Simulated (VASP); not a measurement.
# MoS2 (P6_3/mmc) in VASP: further runs, part 3 of 3

VASP 6.6.1.

## 4. Electric field gradients, LDA, collinear spin

File INCAR:

```
PREC = Accurate
ENCUT = 400
EDIFF = 1E-8
ISMEAR = -1
SIGMA = 0.02
LREAL = False
LASPH = True
NELM = 200
ALGO = Normal
ISIF = 2
LWAVE = False
LCHARG = False
ISPIN = 2
MAGMOM = 2 2 0 0 0 0
LORBIT = 11
LMAXMIX = 4
LEFG = True
NBANDS = 39
GGA_COMPAT = False
```

File KPOINTS:

```
regular mesh
0
Gamma
  11 11 3
```

File POSCAR:

```
MoS2
1.0
    3.1690000000      0.0000000000      0.0000000000
   -1.5845000000      2.7444345046      0.0000000000
    0.0000000000      0.0000000000     12.3240000000
Mo S
2 4
Direct
    0.3333333333      0.6666666667      0.2500000000
    0.6666666667      0.3333333333      0.7500000000
    0.3333333333      0.6666666667      0.6232737302
    0.6666666667      0.3333333333      0.1232737302
    0.3333333333      0.6666666667      0.8767262698
    0.6666666667      0.3333333333      0.3767262698
```

Potentials or basis: VASP PAW LDA potentials, release 64 (Mo_sv, S).

The run is started by

```
$ cat potpaw_LDA.64/Mo_sv/POTCAR potpaw_LDA.64/S/POTCAR > POTCAR
$ mpirun -np 1 vasp_std > vasp.out
```

OUTCAR:

```text
PREC = Accurate
   ENCUT = 400
   EDIFF = 1E-8
   ISMEAR = -1
   LREAL = False
   LASPH = True
   NELM = 200
   ISIF = 2
   ISPIN = 2
   LORBIT = 11

 ion  position               nearest neighbor table
   1  0.333  0.667  0.250-   4 2.41   6 2.41   4 2.41   6 2.41   4 2.41   6 2.41
   2  0.667  0.333  0.750-   3 2.41   5 2.41   3 2.41   5 2.41   3 2.41   5 2.41
   3  0.333  0.667  0.623-   2 2.41   2 2.41   2 2.41
   4  0.667  0.333  0.123-   1 2.41   1 2.41   1 2.41
   5  0.333  0.667  0.877-   2 2.41   2 2.41   2 2.41
   6  0.667  0.333  0.377-   1 2.41   1 2.41   1 2.41

  LATTYP: Found a hexagonal cell.
 ALAT       =     3.1690000000
 C/A-ratio  =     3.8889239508

  Lattice vectors:

 A1 = (   3.1690000000,   0.0000000000,   0.0000000000)
 A2 = (  -1.5845000000,   2.7444345046,   0.0000000000)
 A3 = (   0.0000000000,   0.0000000000,  12.3240000000)

Analysis of symmetry for initial positions (statically):
=====================================================================
 Subroutine PRICEL returns:
 Original cell was already a primitive cell.

 Routine SETGRP: Setting up the symmetry group for a
 hexagonal supercell.

 Subroutine GETGRP returns: Found 24 space group operations
 (whereof 12 operations were pure point group operations)
 out of a pool of 24 trial point group operations.

The static configuration has the point symmetry D_3d.
 The point group associated with its full space group is D_6h.

Analysis of symmetry for dynamics (positions and initial velocities):
=====================================================================
 Subroutine PRICEL returns:
 Original cell was already a primitive cell.

 Routine SETGRP: Setting up the symmetry group for a
 hexagonal supercell.

 Subroutine GETGRP returns: Found 24 space group operations
 (whereof 12 operations were pure point group operations)
 out of a pool of 24 trial point group operations.

The dynamic configuration has the point symmetry D_3d.
 The point group associated with its full space group is D_6h.

Analysis of structural, dynamic, and magnetic symmetry:
=====================================================================
 Subroutine PRICEL returns:
 Original cell was already a primitive cell.

 Routine SETGRP: Setting up the symmetry group for a
 hexagonal supercell.

 Subroutine GETGRP returns: Found 24 space group operations
 (whereof 12 operations were pure point group operations)
 out of a pool of 24 trial point group operations.

The overall configuration has the point symmetry D_3d.
 The point group associated with its full space group is D_6h.

 Subroutine INISYM returns: Found 24 space group operations
 (whereof 12 operations are pure point group operations),
 and found     1 'primitive' translations

----------------------------------------------------------------------------------------

                                     Primitive cell

  volume of cell :     107.1832

[... 157 lines left out ...]
      3     -28.1623      1.00000
      4     -28.1618      1.00000
      5     -27.9269      1.00000
      6     -27.9269      1.00000
[... 973 lines left out ...]
     37      15.8521      0.00000
     38      15.9686      0.00000

 [... further k-points ...]

 spin component 2

 k-point     1 :       0.0000    0.0000    0.0000
  band No.  band energies     occupation
      1     -53.8072      1.00000
      2     -53.8072      1.00000
      3     -28.1623      1.00000
      4     -28.1618      1.00000
      5     -27.9269      1.00000
      6     -27.9269      1.00000
[... 973 lines left out ...]
     37      15.8521      0.00000
     38      15.9686      0.00000

 [... further k-points ...]

 [bands above 38 left out]

------------------------ aborting loop because EDIFF is reached ----------------------------------------

  FORCE on cell =-STRESS in cart. coord.  units (eV):
  Direction    XX          YY          ZZ          XY          YZ          ZX
  --------------------------------------------------------------------------------------
  -------------------------------------------------------------------------------------
  Total       -3.8136770     -3.8136770     -3.2838045     -0.0000000     -0.0000000      0.0000000
  in kB      -57.0069351    -57.0069351    -49.0863876     -0.0000000     -0.0000000      0.0000000
  external PRESSURE =     -54.3667526 kB  Pullay stress =       0.0000000 kB

 VOLUME and BASIS-vectors are now :
 -----------------------------------------------------------------------------
  energy-cutoff  :      400.00
  volume of cell :      107.18
      direct lattice vectors                 reciprocal lattice vectors
     3.169000000  0.000000000  0.000000000     0.315556958  0.182186895  0.000000000
    -1.584500000  2.744434505  0.000000000     0.000000000  0.364373789  0.000000000
     0.000000000  0.000000000 12.324000000     0.000000000  0.000000000  0.081142486

 POSITION                                       TOTAL-FORCE (eV/Angst)
 -----------------------------------------------------------------------------------
     -0.00000      1.82962      3.08100         0.000000     -0.000000      0.000000
      1.58450      0.91481      9.24300        -0.000000      0.000000      0.000000
     -0.00000      1.82962      7.68123         0.000000      0.000000      0.401351
      1.58450      0.91481      1.51923         0.000000      0.000000      0.401351
     -0.00000      1.82962     10.80477         0.000000     -0.000000     -0.401351
      1.58450      0.91481      4.64277         0.000000     -0.000000     -0.401351
 -----------------------------------------------------------------------------------
    total drift:                               -0.000000      0.000000     -0.000000

  FREE ENERGIE OF THE ION-ELECTRON SYSTEM (eV)
  ---------------------------------------------------
  free  energy   TOTEN  =       -48.8904838973 eV

  energy  without entropy=      -48.8904838973  energy(sigma->0) =      -48.89048390

 Electric field gradients (V/A^2)
---------------------------------------------------------------------
 ion       V_xx      V_yy      V_zz      V_xy      V_xz      V_yz
---------------------------------------------------------------------
   1      41.002    41.001   -82.003    -0.001     0.000    -0.000
   2      41.002    41.001   -82.003    -0.001    -0.000     0.000
   3      26.661    26.662   -53.323     0.000    -0.000     0.000
   4      26.661    26.662   -53.323     0.000     0.000    -0.000
   5      26.661    26.662   -53.323     0.000     0.000    -0.000
   6      26.661    26.662   -53.323     0.000    -0.000     0.000
---------------------------------------------------------------------

 Electric field gradients after diagonalization (V/A^2)
 (convention: |V_zz| > |V_xx| > |V_yy|)
----------------------------------------------------------------------
 ion       V_xx      V_yy      V_zz     asymmetry (V_yy - V_xx)/ V_zz
----------------------------------------------------------------------
   1      41.003    41.001   -82.003       0.000
   2      41.003    41.001   -82.003       0.000
   3      26.662    26.661   -53.323       0.000
   4      26.662    26.661   -53.323       0.000
   5      26.662    26.661   -53.323       0.000
   6      26.662    26.661   -53.323       0.000
----------------------------------------------------------------------

           NMR quadrupolar parameters

 Cq : quadrupolar parameter    Cq=e*Q*V_zz/h
 eta: asymmetry parameters     (V_yy - V_xx)/ V_zz
 Q  : nuclear electric quadrupole moment in mb (millibarn)
----------------------------------------------------------------------
 ion       Cq(MHz)       eta       Q (mb)
----------------------------------------------------------------------
   1      -0.198       0.000       1.000
   2      -0.198       0.000       1.000
   3      -0.129       0.000       1.000
   4      -0.129       0.000       1.000
   5      -0.129       0.000       1.000
   6      -0.129       0.000       1.000
----------------------------------------------------------------------

 total charge

# of ion       s       p       d       tot
------------------------------------------
    1        2.295   6.222   3.972  12.489
    2        2.295   6.222   3.972  12.489
    3        1.362   2.324   0.000   3.686
    4        1.362   2.324   0.000   3.686
    5        1.362   2.324   0.000   3.686
    6        1.362   2.324   0.000   3.686
--------------------------------------------------
tot         10.041  21.739   7.944  39.723

 magnetization (x)

# of ion       s       p       d       tot
------------------------------------------
    1       -0.000  -0.000  -0.000  -0.000
    2       -0.000  -0.000  -0.000  -0.000
    3        0.000   0.000   0.000   0.000
    4        0.000   0.000   0.000   0.000
    5        0.000   0.000   0.000   0.000
    6        0.000   0.000   0.000   0.000
--------------------------------------------------
tot          0.000   0.000  -0.000  -0.000
```

It took 2.1 min on 1 thread of Intel Xeon Platinum 8488C (Sapphire Rapids), shared host; peak memory 0.25 GiB.

Results:

| Item | Value |
| --- | --- |
| Free energy | -48.8905 eV |
| Pressure | -5.4 GPa |
| Largest force | 0.401 eV/Å |
| Band gap on the k mesh | 0.81 eV (least direct gap 1.82 eV) |
| Net moment | 0.00 μB per cell |
| Largest electric field gradient by atom | Mo -82.0; S -53.3 V/Å² |
| Valence electrons inside the program's atomic spheres | Mo 12.49; S 3.69 |

Forces in eV/Å, atoms in the order of the input:
```
Mo   0.000  0.000  0.000
Mo   0.000  0.000  0.000
S    0.000  0.000  0.401
S    0.000  0.000  0.401
S    0.000  0.000 -0.401
S    0.000  0.000 -0.401
```

Electric field gradients, principal values (V/Å²):
| atom | least | middle | greatest (by size) |
| --- | --- | --- | --- |
| 1 Mo | 41.001 | 41.003 | -82.003 |
| 2 Mo | 41.001 | 41.003 | -82.003 |
| 3 S | 26.661 | 26.662 | -53.323 |
| 4 S | 26.661 | 26.662 | -53.323 |
| 5 S | 26.661 | 26.662 | -53.323 |
| 6 S | 26.661 | 26.662 | -53.323 |

Caveat: the cell stands under tension; without QUAD_EFG the Cq values of the log hold for a quadrupole moment of 1 mb, not for the nuclei; an odd mesh through Γ misses points on the zone boundary, where band edges can lie.

## 5. Electric field gradients, r2SCAN, collinear spin

POSCAR is that of step 4.

File INCAR.step1:

```
PREC = Accurate
ENCUT = 520
ISMEAR = -1
SIGMA = 0.02
LREAL = False
LASPH = True
NELM = 150
ISPIN = 2
MAGMOM = 2 2 0 0 0 0
LMAXMIX = 4
NBANDS = 39
GGA = PE
ALGO = Normal
EDIFF = 1E-4
LWAVE = True
LCHARG = False
```

File INCAR.step2:

```
PREC = Accurate
ENCUT = 520
EDIFF = 1E-8
ISMEAR = -1
SIGMA = 0.02
LREAL = False
LASPH = True
NELM = 150
ALGO = Normal
ISIF = 2
LWAVE = False
LCHARG = False
ISPIN = 2
MAGMOM = 2 2 0 0 0 0
LORBIT = 11
LMAXMIX = 4
METAGGA = R2SCAN
LMIXTAU = True
LEFG = True
NBANDS = 39
ISTART = 1
```

KPOINTS is that of step 4.

Potentials or basis: VASP PAW PBE potentials, release 64 (Mo_sv, S).

The run is started by

```
$ cat potpaw_PBE.64/Mo_sv/POTCAR potpaw_PBE.64/S/POTCAR > POTCAR
$ cp INCAR.step1 INCAR
$ mpirun -np 1 vasp_std > vasp.out
$ cp INCAR.step2 INCAR
$ mpirun -np 1 vasp_std > vasp.out
```

OUTCAR:

```text
PREC = Accurate
   ENCUT = 520
   EDIFF = 1E-8
   ISMEAR = -1
   LREAL = False
   LASPH = True
   NELM = 150
   ISIF = 2
   ISPIN = 2
   LORBIT = 11
   METAGGA = R2SCAN
   ISTART = 1

 ion  position               nearest neighbor table
   1  0.333  0.667  0.250-   4 2.41   6 2.41   4 2.41   6 2.41   4 2.41   6 2.41
   2  0.667  0.333  0.750-   3 2.41   5 2.41   3 2.41   5 2.41   3 2.41   5 2.41
   3  0.333  0.667  0.623-   2 2.41   2 2.41   2 2.41
   4  0.667  0.333  0.123-   1 2.41   1 2.41   1 2.41
   5  0.333  0.667  0.877-   2 2.41   2 2.41   2 2.41
   6  0.667  0.333  0.377-   1 2.41   1 2.41   1 2.41

  LATTYP: Found a hexagonal cell.
 ALAT       =     3.1690000000
 C/A-ratio  =     3.8889239508

  Lattice vectors:

 A1 = (   3.1690000000,   0.0000000000,   0.0000000000)
 A2 = (  -1.5845000000,   2.7444345046,   0.0000000000)
 A3 = (   0.0000000000,   0.0000000000,  12.3240000000)

Analysis of symmetry for initial positions (statically):
=====================================================================
 Subroutine PRICEL returns:
 Original cell was already a primitive cell.

 Routine SETGRP: Setting up the symmetry group for a
 hexagonal supercell.

[... 2220 lines left out ...]
   5      26.622    26.622   -53.244     0.000     0.000    -0.000
   6      26.622    26.622   -53.244     0.000    -0.000     0.000
---------------------------------------------------------------------

 Electric field gradients after diagonalization (V/A^2)
 (convention: |V_zz| > |V_xx| > |V_yy|)
----------------------------------------------------------------------
 ion       V_xx      V_yy      V_zz     asymmetry (V_yy - V_xx)/ V_zz
----------------------------------------------------------------------
   1      39.701    39.699   -79.400       0.000
   2      39.701    39.699   -79.400       0.000
   3      26.622    26.621   -53.244       0.000
   4      26.622    26.621   -53.244       0.000
   5      26.622    26.621   -53.244       0.000
   6      26.622    26.621   -53.244       0.000
----------------------------------------------------------------------

           NMR quadrupolar parameters

 Cq : quadrupolar parameter    Cq=e*Q*V_zz/h
 eta: asymmetry parameters     (V_yy - V_xx)/ V_zz
 Q  : nuclear electric quadrupole moment in mb (millibarn)
----------------------------------------------------------------------
 ion       Cq(MHz)       eta       Q (mb)
----------------------------------------------------------------------
   1      -0.192       0.000       1.000
   2      -0.192       0.000       1.000
   3      -0.129       0.000       1.000
   4      -0.129       0.000       1.000
   5      -0.129       0.000       1.000
   6      -0.129       0.000       1.000
----------------------------------------------------------------------

 total charge

# of ion       s       p       d       tot
------------------------------------------
    1        2.284   6.221   3.910  12.416
    2        2.284   6.221   3.910  12.416
    3        1.356   2.366   0.000   3.722
    4        1.356   2.366   0.000   3.722
    5        1.356   2.366   0.000   3.722
    6        1.356   2.366   0.000   3.722
--------------------------------------------------
tot          9.994  21.907   7.821  39.722

 magnetization (x)

# of ion       s       p       d       tot
------------------------------------------
    1       -0.000   0.000  -0.000  -0.000
    2       -0.000   0.000  -0.000  -0.000
    3       -0.000  -0.000   0.000  -0.000
    4       -0.000  -0.000   0.000  -0.000
    5       -0.000  -0.000   0.000  -0.000
    6       -0.000  -0.000   0.000  -0.000
--------------------------------------------------
tot         -0.000  -0.000  -0.000  -0.000
```

OSZICAR.step1:

```text
N       E                     dE             d eps       ncg     rms          rms(c)
DAV:   1     0.438594113388E+03    0.43859E+03   -0.28863E+04  5400   0.127E+03
DAV:   2    -0.244565539128E+02   -0.46305E+03   -0.44480E+03  5972   0.340E+02
DAV:   3    -0.451625456424E+02   -0.20706E+02   -0.20328E+02  6114   0.673E+01
DAV:   4    -0.454926172266E+02   -0.33007E+00   -0.32968E+00  6142   0.887E+00
DAV:   5    -0.454983235946E+02   -0.57064E-02   -0.57057E-02  6078   0.117E+00    0.365E+01
DAV:   6    -0.437058415473E+02    0.17925E+01   -0.12376E+01  5448   0.206E+01    0.150E+01
DAV:   7    -0.436490398548E+02    0.56802E-01   -0.44067E+00  5249   0.127E+01    0.100E+01
DAV:   8    -0.435398206581E+02    0.10922E+00   -0.62099E-01  5785   0.454E+00    0.385E+00
DAV:   9    -0.436010325426E+02   -0.61212E-01   -0.14914E-01  5884   0.179E+00    0.131E+00
DAV:  10    -0.436104483037E+02   -0.94158E-02   -0.97195E-03  5948   0.549E-01    0.671E-01
DAV:  11    -0.436143155746E+02   -0.38673E-02   -0.59995E-03  6076   0.387E-01    0.125E-01
DAV:  12    -0.436146406979E+02   -0.32512E-03   -0.42938E-04  5533   0.103E-01    0.969E-02
DAV:  13    -0.436146246884E+02    0.16009E-04   -0.70041E-05  3574   0.369E-02
   1 F= -.43614625E+02 E0= -.43614625E+02  d E =-.352706E-11  mag=     0.0119
```

Run time: 18 min. Hardware: 1 thread of Oxide Virtual Turin-like, shared host; peak memory 0.37 GiB.

Results:

| Quantity | Value |
| --- | --- |
| Free energy | -90.0450 eV |
| Pressure | 1.1 GPa |
| Largest force | 0.171 eV/Å |
| Band gap on the k mesh | 0.99 eV (least direct gap 1.93 eV) |
| Net moment | 0.00 μB per cell |
| Largest electric field gradient by atom | Mo -79.4; S -53.2 V/Å² |
| Valence electrons inside the program's atomic spheres | Mo 12.42; S 3.72 |

Forces in eV/Å, atoms in the order of the input:
```
Mo   0.000  0.000  0.000
Mo   0.000  0.000  0.000
S    0.000  0.000  0.171
S    0.000  0.000  0.171
S    0.000  0.000 -0.171
S    0.000  0.000 -0.171
```

Levels at points of the mesh, in eV from the valence-band top:
Spin up:
```tsv
k point	band 23	band 24	band 25	band 26	band 27	band 28	band 29	band 30
(0.00, 0.00, 0.00)	-2.29	-1.31	-1.17	0.00	2.24	2.24	2.27	2.27
```
Spin down:
| k point | band 23 | band 24 | band 25 | band 26 | band 27 | band 28 | band 29 | band 30 |
| --- | --- | --- | --- | --- | --- | --- | --- | --- |
| (0.00, 0.00, 0.00) | -2.29 | -1.31 | -1.17 | 0.00 | 2.24 | 2.24 | 2.27 | 2.27 |

Electric field gradients, principal values (V/Å²):
```csv
atom,least,middle,greatest (by size)
1 Mo,39.699,39.701,-79.400
2 Mo,39.699,39.701,-79.400
3 S,26.621,26.622,-53.244
4 S,26.621,26.622,-53.244
5 S,26.621,26.622,-53.244
6 S,26.621,26.622,-53.244
```

Caveat: without QUAD_EFG the Cq values of the log hold for a quadrupole moment of 1 mb, not for the nuclei; the PAW data sets were made with another functional, which shifts forces and pressure a little; an odd mesh through Γ misses points on the zone boundary, where band edges can lie.

## 6. Overview

```tsv
level	potentials or basis	cutoff (eV)	smearing	gap on the mesh (eV)	pressure (GPa)	moment (μB)	largest force (eV/Å)
LDA	VASP PAW LDA potentials, release 64 (Mo_sv, S)	400	fermi-dirac 0.02 eV	0.81	-5.4	0.00	0.40
PBE	VASP PAW PBE potentials, release 64 (Mo_sv, S)	400	methfessel-paxton 0.01 eV	0.89	1.6	0.00	0.07
r2SCAN	VASP PAW PBE potentials, release 64 (Mo_sv, S)	520	fermi-dirac 0.02 eV	0.99	1.1	0.00	0.17
```

Some of these runs hold the atoms at other places in the same cell, which the table doesn't show; runs alike in all that it shows share one row.

Alike in all rows: task electric field gradients; spin collinear; cell as given; k mesh 11 × 11 × 3.

Caveats: an odd mesh through Γ misses points on the zone boundary, where band edges can lie; the cell stands under tension (at least some runs); this functional lacks dispersion, which binds the layers, so the pressure and a relaxed spacing across them are unreliable (at least some runs); the PAW data sets were made with another functional, which shifts forces and pressure a little (at least some runs).

Total energies depend on the potentials used, so only differences within one code and one set of settings carry meaning.
